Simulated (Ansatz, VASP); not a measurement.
**Two plane-wave programs on ScAl3**

```
CELL_PARAMETERS angstrom
3.90845 0.00000 0.00000
0.00000 3.90845 0.00000
0.00000 0.00000 3.90845
ATOMIC_POSITIONS crystal
Sc 0.00000 0.00000 0.00000
Al 0.50000 0.00000 0.50000
Al 0.00000 0.50000 0.50000
Al 0.50000 0.50000 0.00000
```

Change from the starting cell: strain -0.040 along x and y, -0.040 along z, atoms carried along.

Alike in both runs: task single point; functional PBEsol; k mesh 12 × 12 × 12; occupations gaussian, width 0.15 eV; no spin polarisation.

|  | VASP | Ansatz |
| --- | --- | --- |
| version | VASP 6.6.1 | Ansatz 0.2.0 |
| potentials or method | VASP PAW PBE potentials, release 64 (Sc_sv, Al), cutoff 520 eV | scalar-relativistic, plane waves, PAW |
| valence electrons in the cell | 20 | 20 |

|  | VASP | Ansatz | Ansatz less VASP |
| --- | --- | --- | --- |
| gap on the k mesh at the Fermi level (eV) | none | none | - |
| pressure (GPa) | 14.6 | 14.4 | -0.19 |

VASP's potentials were made for PBE, not for PBEsol. A gap of «none» marks a metal or a gap that the smearing closes. With one functional, cell and mesh, what is left measures potentials, basis and numerics.
